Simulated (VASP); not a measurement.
A run of VASP 6.6.1 is set up as follows.

The input POSCAR:

```
Ir
1.0
    0.0000000000      1.9156000000      1.9156000000
    1.9156000000      0.0000000000      1.9156000000
    1.9156000000      1.9156000000      0.0000000000
Ir
1
Direct
    0.0000000000      0.0000000000      0.0000000000
```

The input INCAR.step1:

```
SYSTEM = Ir
ALGO = Normal
EDIFF = 1E-6
ENCUT = 520
GGA = PS
GGA_COMPAT = .False.
ISIF = 2
ISMEAR = -4
IVDW = 12
LASPH = .True.
LCHARG = .True.
LMAXMIX = 4
LORBMOM = .True.
LREAL = .False.
LSORBIT = .True.
LWAVE = .False.
MAGMOM = 0 0 0
NBANDS = 20
NELM = 150
PREC = Accurate
SIGMA = 0.05
```

Contents of KPOINTS.step1:

```
k-points
0
Gamma
  12 12 12
  0 0 0
```

Contents of INCAR.step2:

```
SYSTEM = Ir
ALGO = Normal
EDIFF = 1E-6
ENCUT = 520
GGA = PS
GGA_COMPAT = .False.
ICHARG = 11
ISIF = 2
ISMEAR = -5
IVDW = 12
LASPH = .True.
LCHARG = .False.
LMAXMIX = 4
LORBIT = 11
LORBMOM = .True.
LREAL = .False.
LSORBIT = .True.
LWAVE = .False.
MAGMOM = 0 0 0
NEDOS = 1001
NELM = 150
PREC = Accurate
SIGMA = 0.05
```

File KPOINTS.step2:

```
k-points
0
Gamma
  18 18 18
  0 0 0
```

Potentials or basis: VASP PAW PBE potentials, release 64 (Ir).

Run with:

```sh
$ cat potpaw_PBE.64/Ir/POTCAR > POTCAR
$ cp INCAR.step1 INCAR
$ cp KPOINTS.step1 KPOINTS
$ mpirun -np 1 vasp_ncl > vasp.out
$ cp INCAR.step2 INCAR
$ cp KPOINTS.step2 KPOINTS
$ mpirun -np 1 vasp_ncl > vasp.out
```

What does it give for the net moment?

0.00 μB per cell.

Predict the dispersion energy per atom.

-0.719 eV.

Moments on the atoms (μB; x, y, z):
```
Ir  0.00 0.00 0.00
```
